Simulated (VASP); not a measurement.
Set up this calculation in VASP 6.6.1, as the native input.

```yaml
Task: relaxation of cell and atoms
Functional: PBEsol
Potentials_or_basis: VASP PAW PBE potentials, release 64 (Cd, S)
Cutoff: 600 eV
k_mesh: 6 × 6 × 6
Occupations: gaussian, width 0.01 eV
Spin: no spin polarisation
Target_pressure: 10 GPa
Dipole_correction: no
Further_INCAR_settings: ALGO = Normal; EDIFF = 1e-06; IBRION = 2; EDIFFG = -0.002; NSW = 100; ISIF = 3
```

The structure of CdS lies in POSCAR:

```
CdS
1.0
    0.0000000000      2.9122848905      2.9122848905
    2.9122848905      0.0000000000      2.9122848905
    2.9122848905      2.9122848905      0.0000000000
Cd S
1 1
Direct
    0.0000000000      0.0000000000      0.0000000000
    0.7500000000      0.7500000000      0.7500000000
```

The input as run:

INCAR

```
SYSTEM = CdS
  PREC = Accurate
  ENCUT = 600
  EDIFF = 1E-6
  ISMEAR = 0
  SIGMA = 0.01
  LREAL = .FALSE.
  LASPH = .TRUE.
  NELM = 60
  ALGO = Normal
  ISIF = 3
  LWAVE = .FALSE.
  LCHARG = .FALSE.
  GGA = PS
  IBRION = 2
  NSW = 100
  EDIFFG = -0.002
  PSTRESS = 100.0
```

KPOINTS

```
regular mesh
0
G
  6 6 6
  0 0 0
```

Potentials or basis: VASP PAW PBE potentials, release 64 (Cd, S).

The run is started by

```console
$ cat potpaw_PBE.64/Cd/POTCAR potpaw_PBE.64/S/POTCAR > POTCAR
$ mpirun -np 1 vasp_std > vasp.out
```

Results of the run:

```
Relaxed volume                                             : 21.98 Å³/atom
Relaxed cell                                               : a = 3.962 Å, b = 3.962 Å, c = 3.962 Å, α = 60.00°, β = 60.00°, γ = 60.00°
Space group after relaxing (to 0.1 Å)                      : F-43m (No. 216)
Energy change on relaxing (the run minimises the enthalpy) : +79.5 meV/atom
Ionic steps                                                : 7
Pressure after relaxing                                    : 10.0 GPa
Band gap on the k mesh                                     : 1.25 eV
```

Caveat: the cell is relaxed towards a set pressure, so the run minimises the enthalpy, not the energy; the PAW data sets were made with another functional, which shifts forces and pressure a little.

Run time: 24 s on 1 thread of Intel(R) Xeon(R) 6975P-C (Granite Rapids), with other jobs on the host, peak memory 0.21 GiB.
